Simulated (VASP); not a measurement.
A run of VASP 6.6.1 is set up as follows.

The input POSCAR:

```
GaP
1.0
    0.0000000000      2.7253992874      2.6436373088
    2.7253992874      0.0000000000      2.6436373088
    2.7253992874      2.7253992874      0.0000000000
Ga P
1 1
Direct
    0.0000000000      0.0000000000      0.0000000000
    0.2500000000      0.2500000000      0.2500000000
```

The input INCAR.step1:

```
SYSTEM = GaP
PREC     = Accurate       ! precision mode
ENCUT    = 520            ! plane-wave cutoff, eV
ISMEAR   = 0              ! smearing method
SIGMA    = 0.01           ! smearing width, eV
LREAL    = .False.        ! projectors in reciprocal space
LASPH    = .True.         ! aspherical terms in the spheres
NELM     = 80             ! most SCF steps
NBANDS   = 16             ! bands
GGA      = PE             ! functional
ALGO     = Normal         ! electronic algorithm
EDIFF    = 1E-4           ! SCF threshold, eV
LWAVE    = .True.         ! write WAVECAR
LCHARG   = .False.        ! write CHGCAR
```

File INCAR.step2:

```
SYSTEM = GaP
PREC     = Accurate       ! precision mode
ENCUT    = 520            ! plane-wave cutoff, eV
EDIFF    = 1E-7           ! SCF threshold, eV
ISMEAR   = 0              ! smearing method
SIGMA    = 0.01           ! smearing width, eV
LREAL    = .False.        ! projectors in reciprocal space
LASPH    = .True.         ! aspherical terms in the spheres
NELM     = 80             ! most SCF steps
ALGO     = Normal         ! electronic algorithm
ISIF     = 2              ! what is computed and relaxed
LWAVE    = .False.        ! write WAVECAR
LCHARG   = .True.         ! write CHGCAR
METAGGA  = R2SCAN         ! meta-GGA
LMIXTAU  = .True.       
LELF     = .True.         ! ELF
LVHAR    = .True.       
NBANDS   = 16             ! bands
ISTART   = 1
```

The input KPOINTS:

```
Automatic mesh
0
Gamma
  8 8 8
  0 0 0
```

Potentials or basis: VASP PAW PBE potentials, release 64 (Ga_d, P).

Launch:

```bash
$ cat potpaw_PBE.64/Ga_d/POTCAR potpaw_PBE.64/P/POTCAR > POTCAR
$ cp INCAR.step1 INCAR
$ mpirun -np 1 vasp_std > vasp.out
$ cp INCAR.step2 INCAR
$ mpirun -np 1 vasp_std > vasp.out
```

Question: Predict the pressure.

Answer: 2.8 GPa.

Question: Predict the band gap on the k mesh.

Answer: 1.54 eV, indirect (least direct gap 2.49 eV).

Stress tensor (GPa, compression positive):
```
2.02 0.00 0.00
0.00 2.02 0.00
0.00 0.00 4.39
```

Caveat: the cell differs from its parent crystal (uniaxial z strain -3.0%); the PAW data sets were made with another functional, which shifts forces and pressure a little. A k mesh can miss the band edges.
